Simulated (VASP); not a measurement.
# MgO (P6_3mc) in VASP: single point with PBE

Aim: the single point of MgO with PBE.

Program: VASP 6.6.1. These are calculated values, not measurements. Logs are shortened: lines on timing, memory, paths and dates and some standing lists are left out, and cuts for length are marked.

## 1. The cell of the first run

Symmetry: P6_3mc, No. 186, hexagonal system. The conventional cell has a = 3.308 Å, b = 3.308 Å, c = 4.983 Å, α = 90.00°, β = 90.00°, γ = 120.00°. Mg (site symmetry 3m) has 4 O at 1.97 to 1.99 Å within 2.6 Å. O (site symmetry 3m) has 4 Mg at 1.97 to 1.99 Å within 2.6 Å.

## 2. Single point, PBE

Input file INCAR:

```
ALGO = Normal
EDIFF = 1E-6
ENCUT = 520
GGA = PE
ISIF = 2
ISMEAR = 0
LASPH = T
LCHARG = F
LREAL = Auto
LUSENCCL = F
LWAVE = F
NBANDS = 126
NELM = 60
PREC = Accurate
SIGMA = 0.05
```

Input file KPOINTS:

```
k-points
0
Gamma
  2 2 2
```

Input file POSCAR:

```
MgO
1.0
   -4.9616800000      2.8646280000     -4.9828820000
    4.9616800000     -2.8646280000     -4.9828820000
   -4.9616800000     -8.5938830000      4.9828810000
Mg O
24 24
Direct
    0.9989200000      0.8322540000      0.8333330000
    0.4989200000      0.3322540000      0.8333330000
    0.1655860000      0.4989200000      0.6666670000
    0.6655860000      0.9989200000      0.6666670000
    0.3322530000      0.1655870000      0.5000000000
    0.8322530000      0.6655870000      0.5000000000
    0.4989200000      0.8322540000      0.3333330000
    0.9989200000      0.3322540000      0.3333330000
    0.6655860000      0.4989200000      0.1666670000
    0.1655860000      0.9989200000      0.1666670000
    0.8322530000      0.1655870000      0.0000000000
    0.3322530000      0.6655870000      0.0000000000
    0.5822540000      0.7489200000      0.8333330000
    0.0822540000      0.2489200000      0.8333330000
    0.7489200000      0.4155860000      0.6666670000
    0.2489200000      0.9155860000      0.6666670000
    0.9155870000      0.0822530000      0.5000000000
    0.4155870000      0.5822530000      0.5000000000
    0.0822540000      0.7489200000      0.3333330000
    0.5822540000      0.2489200000      0.3333330000
    0.2489200000      0.4155860000      0.1666670000
    0.7489200000      0.9155860000      0.1666670000
    0.4155870000      0.0822530000      0.0000000000
    0.9155870000      0.5822530000      0.0000000000
    0.7987800000      0.6321140000      0.8333330000
    0.2987800000      0.1321140000      0.8333330000
    0.9654460000      0.2987800000      0.6666670000
    0.4654460000      0.7987800000      0.6666670000
    0.1321130000      0.9654470000      0.5000000000
    0.6321130000      0.4654470000      0.5000000000
    0.2987800000      0.6321140000      0.3333330000
    0.7987800000      0.1321140000      0.3333330000
    0.4654460000      0.2987800000      0.1666670000
    0.9654460000      0.7987800000      0.1666670000
    0.6321130000      0.9654470000      0.0000000000
    0.1321130000      0.4654470000      0.0000000000
    0.3821140000      0.5487800000      0.8333330000
    0.8821140000      0.0487800000      0.8333330000
    0.5487800000      0.2154460000      0.6666670000
    0.0487800000      0.7154460000      0.6666670000
    0.7154470000      0.8821130000      0.5000000000
    0.2154470000      0.3821130000      0.5000000000
    0.8821140000      0.5487800000      0.3333330000
    0.3821140000      0.0487800000      0.3333330000
    0.0487800000      0.2154460000      0.1666670000
    0.5487800000      0.7154460000      0.1666670000
    0.2154470000      0.8821130000      0.0000000000
    0.7154470000      0.3821130000      0.0000000000
```

Potentials or basis: VASP PAW PBE potentials, release 64 (Mg, O).

Launch:

```console
$ cat potpaw_PBE.64/Mg/POTCAR potpaw_PBE.64/O/POTCAR > POTCAR
$ mpirun -np 1 vasp_std > vasp.out
```

OUTCAR:

```text
EDIFF = 1E-6
   ENCUT = 520
   GGA = PE
   ISIF = 2
   ISMEAR = 0
   LASPH = T
   LREAL = Auto
   NELM = 60
   PREC = Accurate

 ion  position               nearest neighbor table
   1  0.999  0.832  0.833-  38 1.97  40 1.97  47 1.97  25 1.99  16 3.14  14 3.14  13 3.14  23 3.14
                            15 3.14  24 3.14   4 3.31   6 3.31   3 3.31  12 3.31  11 3.31  10 3.31
   2  0.499  0.332  0.833-  37 1.97  39 1.97  48 1.97  26 1.99  15 3.14  14 3.14  13 3.14  24 3.14
                            16 3.14  23 3.14   3 3.31   5 3.31   4 3.31  11 3.31  12 3.31   9 3.31
   3  0.166  0.499  0.667-  40 1.97  37 1.97  42 1.97  27 1.99  14 3.14  15 3.14  16 3.14  17 3.14
                            13 3.14  18 3.14   2 3.31  12 3.31   1 3.31   6 3.31   5 3.31   8 3.31
   4  0.666  0.999  0.667-  39 1.97  38 1.97  41 1.97  28 1.99  13 3.14  15 3.14  16 3.14  18 3.14
                            14 3.14  17 3.14   1 3.31  11 3.31   2 3.31   5 3.31   6 3.31   7 3.31
   5  0.332  0.166  0.500-  42 1.97  39 1.97  44 1.97  29 1.99  17 3.14  18 3.14  15 3.14  19 3.14
                            16 3.14  20 3.14   2 3.31  10 3.31   8 3.31   4 3.31   3 3.31   7 3.31
   6  0.832  0.666  0.500-  41 1.97  40 1.97  43 1.97  30 1.99  17 3.14  18 3.14  16 3.14  20 3.14
                            15 3.14  19 3.14   1 3.31   9 3.31   7 3.31   3 3.31   8 3.31   4 3.31
   7  0.499  0.832  0.333-  44 1.97  46 1.97  41 1.97  31 1.99  22 3.14  20 3.14  19 3.14  17 3.14
                            21 3.14  18 3.14  10 3.31  12 3.31   9 3.31   6 3.31   5 3.31   4 3.31
   8  0.999  0.332  0.333-  43 1.97  45 1.97  42 1.97  32 1.99  21 3.14  20 3.14  19 3.14  18 3.14
                            22 3.14  17 3.14   9 3.31  11 3.31  10 3.31   5 3.31   6 3.31   3 3.31
   9  0.666  0.499  0.167-  46 1.97  43 1.97  48 1.97  33 1.99  20 3.14  21 3.14  22 3.14  23 3.14
[... 53 lines left out ...]
  47  0.215  0.882  0.000-  12 1.97   1 1.97  10 1.97  23 1.99
  48  0.715  0.382  0.000-  11 1.97   2 1.97   9 1.97  24 1.99

  LATTYP: Found a face centered orthorhombic cell.
 ALAT       =     9.9657640000
 B/A-ratio  =     1.1497873972
 C/A-ratio  =     1.9914902651

  Lattice vectors:

 A1 = (   0.0000000000, -11.4585110000,  -0.0000010000)
 A2 = (  -4.9616800000,  -8.5938830000,  -4.9828830000)
 A3 = (   4.9616800000,  -2.8646280000,  -4.9828820000)

Analysis of symmetry for initial positions (statically):
=====================================================================
 Subroutine PRICEL returns following result:

  LATTYP: Found a hexagonal cell.
 ALAT       =     3.3077833589
 C/A-ratio  =     1.5064157498

  Lattice vectors:

 A1 = (   3.3077833589,  -0.0000058959,   0.0000101324)
 A2 = (  -1.6538916794,   2.8646306980,  -0.0000048162)
 A3 = (  -0.0000049617,  -0.0000085939,   4.9828969486)

  12 primitive cells build up your supercell.

 Routine SETGRP: Setting up the symmetry group for a
 face centered orthorhombic supercell.

 Subroutine GETGRP returns: Found  4 space group operations
 (whereof  2 operations were pure point group operations)
 out of a pool of  8 trial point group operations.

The static configuration has the point symmetry C_1h.
 The point group associated with its full space group is C_2v.

Analysis of symmetry for dynamics (positions and initial velocities):
=====================================================================
 Subroutine PRICEL returns following result:

  LATTYP: Found a hexagonal cell.
 ALAT       =     3.3077833589
 C/A-ratio  =     1.5064157498

  Lattice vectors:

 A1 = (   3.3077833589,  -0.0000058959,   0.0000101324)
 A2 = (  -1.6538916794,   2.8646306980,  -0.0000048162)
 A3 = (  -0.0000049617,  -0.0000085939,   4.9828969486)

  12 primitive cells build up your supercell.

 Routine SETGRP: Setting up the symmetry group for a
 face centered orthorhombic supercell.

 Subroutine GETGRP returns: Found  4 space group operations
 (whereof  2 operations were pure point group operations)
 out of a pool of  8 trial point group operations.

The dynamic configuration has the point symmetry C_1h.
 The point group associated with its full space group is C_2v.

 Subroutine INISYM returns: Found  4 space group operations
 (whereof  2 operations are pure point group operations),
 and found    12 'primitive' translations

----------------------------------------------------------------------------------------

                                     Primitive cell

  volume of cell :      47.2158

  direct lattice vectors                    reciprocal lattice vectors
     3.307783359 -0.000005896  0.000010132     0.302317571  0.174542748  0.000000602
    -1.653891679  2.864630698 -0.000004816     0.000000622  0.349085496  0.000000602
    -0.000004962 -0.000008594  4.982896949    -0.000000615 -0.000000018  0.200686470

  length of vectors
     3.307783359  3.307788797  4.982896949     0.349086070  0.349085496  0.200686470

  position of ions in fractional coordinates (direct lattice)
     0.333329006  0.666661006  0.002164994
     0.666663506  0.333331506  0.502162494
     0.333330207  0.666662207  0.402443793
     0.666664707  0.333332707  0.902441293

  ion indices of the primitive-cell ions
   primitive index   ion index
                 1           1
                 2          16
                 3          25
                 4          40

----------------------------------------------------------------------------------------

 KPOINTS: k-points

Automatic generation of k-mesh.
 Grid dimensions read from file:
 generate k-points for:    2    2    2

 Generating k-lattice:

  Cartesian coordinates                     Fractional coordinates (reciprocal lattice)
    -0.050386157  0.000000004 -0.050171768     0.500000000 -0.000000000  0.000000000
     0.025193080 -0.043635683 -0.050171768     0.000000000  0.500000000  0.000000000
    -0.025193082 -0.043635687  0.000000000    -0.000000000  0.000000000  0.500000000

  Length of vectors
     0.071105352  0.071105347  0.050386154

  Shift w.r.t. Gamma in fractional coordinates (k-lattice)
     0.000000000  0.000000000  0.000000000

 Subroutine IBZKPT returns following result:
 ===========================================

 Found      5 irreducible k-points:

 Following reciprocal coordinates:
            Coordinates               Weight
  0.000000  0.000000  0.000000      1.000000
  0.500000  0.000000  0.000000      4.000000
  0.500000  0.500000  0.000000      1.000000
  0.000000  0.000000  0.500000      1.000000
  0.500000  0.500000  0.500000      1.000000
   k-points           NKPTS =      5   k-points in BZ     NKDIM =      5   number of bands    NBANDS=    126
   number of dos      NEDOS =    301   number of ions     NIONS =     48
   total plane-waves  NPLWV = 263424
   dimension x,y,z NGX =    56 NGY =   56 NGZ =   84
   dimension x,y,z NGXF=   112 NGYF=  112 NGZF=  168
   ions per type =              24  24
   NGX,Y,Z   is equivalent  to a cutoff of  12.26, 12.26, 12.58 a.u.
   NGXF,Y,Z  is equivalent  to a cutoff of  24.52, 24.52, 25.15 a.u.
 SYSTEM =  unknown system
   PREC   = accura    normal or accurate (medium, high low for compatibility)
   ISTART =      0    job   : 0-new  1-cont  2-samecut
   ICHARG =      2    charge: 1-file 2-atom 10-const
   ISPIN  =      1    spin polarized calculation?
   LNONCOLLINEAR =      F non collinear calculations
   LSORBIT =      F    spin-orbit coupling
   LASPH  =      T    aspherical Exc in radial PAW
   ENCUT  =  520.0 eV  38.22 Ry    6.18 a.u.  14.12 14.12 20.65*2*pi/ulx,y,z
   NELM   =     60;   NELMIN=  2; NELMDL= -5     # of ELM steps
   EDIFF  = 0.1E-05   stopping-criterion for ELM
   LREAL  =      T    real-space projection
   EDIFFG = 0.1E-04   stopping-criterion for IOM
   NSW    =      0    number of steps for IOM
   IBRION =     -1    ionic relax: 0-MD 1-quasi-New 2-CG
   NFREE  =      0    steps in history (QN), initial steepest desc. (CG)
   ISIF   =      2    stress and relaxation
   ISYM   =      2    0-nonsym 1-usesym 2-fastsym
   POTIM  = 0.5000    time-step for ionic-motion
   TEBEG  =    0.0;   TEEND  =   0.0 temperature during run
   PSTRESS=    0.0 pullay stress
   NELECT =     192.0000    total number of electrons
   NUPDOWN=      -1.0000    fix difference up-down
   EMIN   =  10.00;   EMAX   =-10.00  energy-range for DOS
   EFERMI =   0.00;   METHOD = LEGACY
   ISMEAR =     0;   SIGMA  =   0.05  broadening in eV -4-tet -1-fermi 0-gaus
   EFERMI_NEDOS =   21; number of points for ismear=-14 and -15
   IALGO  =     38    algorithm
   IMIX   =      4    mixing-type and parameters
     AMIX     =   0.40;   BMIX     =  1.00
     AMIX_MAG =   1.60;   BMIX_MAG =  1.00
  volume/ion in A,a.u.               =      11.80        79.66
  Fermi-wavevector in a.u.,A,eV,Ry     =   1.141351  2.156841 17.724080  1.302683
  Thomas-Fermi vector in A             =   2.278052
   LORBIT       =      0    0 simple, 1 ext, 2 COOP (PROOUT), +10 PAW based schemes
   GGA     = PE    functional components
   LHFCALC =     F    Hartree Fock is set to
   AEXX    =    0.0000 exact exchange contribution
   IVDW    =     0    specifies the selected vdW correction
   LEPSILON=     F    determine dielectric tensor
   LRPA    =     F    only Hartree local field effects (RPA)
 non-spin polarized calculation
 Gauss-broadening in eV      SIGMA  =   0.05
  energy-cutoff  :      520.00
  volume of cell :      566.59
 maximum number of plane-waves:     15331
   NGX = 29   NGY = 29   NGZ = 41

 number of electron     192.0000044 magnetization

 Free energy of the ion-electron system (eV)
  ---------------------------------------------------
  ext. energy  EPLUGINS =         0.00000000
  ---------------------------------------------------
  free energy    TOTEN  =      -282.24853862 eV

  energy without entropy =     -282.24853862  energy(sigma->0) =     -282.24853862

 E-fermi :   1.4274     XC(G=0):  -9.7434

 val. band max:        1.1589871842   @ k =   0.0000   0.0000   0.0000
 cond. band min:       4.6213528130   @ k =   0.0000   0.0000   0.0000
 fundamental gap:      3.4623656288
 Fermi energy:         1.4273944573

 k-point     1 :       0.0000    0.0000    0.0000
  band No.  band energies     occupation
      1     -15.1156      2.00000
      2     -14.7606      2.00000
      3     -14.7605      2.00000
      4     -14.4890      2.00000
      5     -14.4890      2.00000
      6     -14.4890      2.00000
[... 544 lines left out ...]
    107       8.5264      0.00000
    108       8.5265      0.00000
 [bands above 108 left out]

------------------------ aborting loop because EDIFF is reached ----------------------------------------

  FORCE on cell =-STRESS in cart. coord.  units (eV):
  Direction    XX          YY          ZZ          XY          YZ          ZX
  --------------------------------------------------------------------------------------
  -------------------------------------------------------------------------------------
  Total       10.0982265     10.0754599     10.9236034     -0.0197197      0.0000009      0.0000005
  in kB       28.5553938     28.4910154     30.8893644     -0.0557628      0.0000025      0.0000014
  external PRESSURE =      29.3119245 kB  Pullay stress =       0.0000000 kB

 VOLUME and BASIS-vectors are now :
 -----------------------------------------------------------------------------
  energy-cutoff  :      520.00
  volume of cell :      566.59
      direct lattice vectors                 reciprocal lattice vectors
    -4.961680000  2.864628000 -4.982882000    -0.100772314  0.000000009 -0.100343536
     4.961680000 -2.864628000 -4.982882000     0.050386160 -0.087271365 -0.100343536
    -4.961680000 -8.593883000  4.982881000    -0.050386164 -0.087271374  0.000000000

 POSITION                                       TOTAL-FORCE (eV/Angst)
 -----------------------------------------------------------------------------------
     -4.96168     -6.68413     -4.97212        -0.000263      0.000152      0.009070
     -4.96168     -6.68413      0.01076        -0.000263      0.000152      0.009070
     -1.65389     -6.68414      0.01077        -0.000263      0.000152      0.009070
     -1.65389     -6.68414     -4.97211        -0.000263      0.000152      0.009070
     -3.30778     -3.81951      0.01076        -0.000263      0.000152      0.009070
     -3.30778     -3.81951     -4.97212        -0.000263      0.000152      0.009070
[... 40 lines left out ...]
      3.30778     -1.90975     -5.46901        -0.000794      0.000459     -0.009070
     -1.65390      0.95488     -5.46901        -0.000794      0.000459     -0.009070
 -----------------------------------------------------------------------------------
    total drift:                                0.008137      0.002448     -0.007991

  FREE ENERGIE OF THE ION-ELECTRON SYSTEM (eV)
  ---------------------------------------------------
  free  energy   TOTEN  =      -282.2485386163 eV

  energy  without entropy=     -282.2485386163  energy(sigma->0) =     -282.24853862
```

It took 89 s on 1 × NVIDIA H100 80GB with 1 thread of AMD EPYC 7R13 (Zen 3), shared host; peak memory 1.6 GiB.

What came out:

| Item | Value |
| --- | --- |
| Free energy | -282.2485 eV |
| Pressure | 2.9 GPa |
| Largest force | 0.009 eV/Å |
| Band gap on the k mesh | 3.46 eV |

Forces on the atoms (eV/Å):
```
Mg   0.000  0.000  0.009
Mg   0.000  0.000  0.009
Mg   0.000  0.000  0.009
Mg   0.000  0.000  0.009
Mg   0.000  0.000  0.009
Mg   0.000  0.000  0.009
Mg   0.000  0.000  0.009
Mg   0.000  0.000  0.009
Mg   0.000  0.000  0.009
Mg   0.000  0.000  0.009
Mg   0.000  0.000  0.009
Mg   0.000  0.000  0.009
Mg   0.000  0.000  0.009
Mg   0.000  0.000  0.009
Mg   0.000  0.000  0.009
Mg   0.000  0.000  0.009
Mg   0.000  0.000  0.009
Mg   0.000  0.000  0.009
Mg   0.000  0.000  0.009
Mg   0.000  0.000  0.009
Mg   0.000  0.000  0.009
Mg   0.000  0.000  0.009
Mg   0.000  0.000  0.009
Mg   0.000  0.000  0.009
O    0.001  0.000 -0.009
O    0.001  0.000 -0.009
O    0.001  0.000 -0.009
O    0.001  0.000 -0.009
O    0.001  0.000 -0.009
O    0.001  0.000 -0.009
O    0.001  0.000 -0.009
O    0.001  0.000 -0.009
O    0.001  0.000 -0.009
O    0.001  0.000 -0.009
O    0.001  0.000 -0.009
O    0.001  0.000 -0.009
O   -0.001  0.000 -0.009
O   -0.001  0.000 -0.009
O   -0.001  0.000 -0.009
O   -0.001  0.000 -0.009
O   -0.001  0.000 -0.009
O   -0.001  0.000 -0.009
O   -0.001  0.000 -0.009
O   -0.001  0.000 -0.009
O   -0.001  0.000 -0.009
O   -0.001  0.000 -0.009
O   -0.001  0.000 -0.009
O   -0.001  0.000 -0.009
```

Stress tensor (GPa, compression positive):
```
 2.86 -0.01  0.00
-0.01  2.85  0.00
 0.00  0.00  3.09
```

Levels at points of the mesh, in eV from the valence-band top:
| k point | band 94 | band 95 | band 96 | band 97 | band 98 | band 99 |
| --- | --- | --- | --- | --- | --- | --- |
| (0.00, 0.00, 0.00) | -0.32 | -0.32 | 0.00 | 3.46 | 6.06 | 6.06 |
| (0.50, 0.00, 0.00) | -0.35 | -0.33 | -0.33 | 5.00 | 5.00 | 5.92 |
| (0.50, 0.50, 0.00) | -0.46 | -0.24 | -0.24 | 5.56 | 5.56 | 6.39 |
| (0.00, 0.00, 0.50) | -0.47 | -0.08 | -0.08 | 4.36 | 4.36 | 6.91 |
| (0.50, 0.50, 0.50) | -0.32 | -0.32 | -0.32 | 5.98 | 5.98 | 6.06 |

Caveat: the k points lie up to 0.45 Å⁻¹ apart.
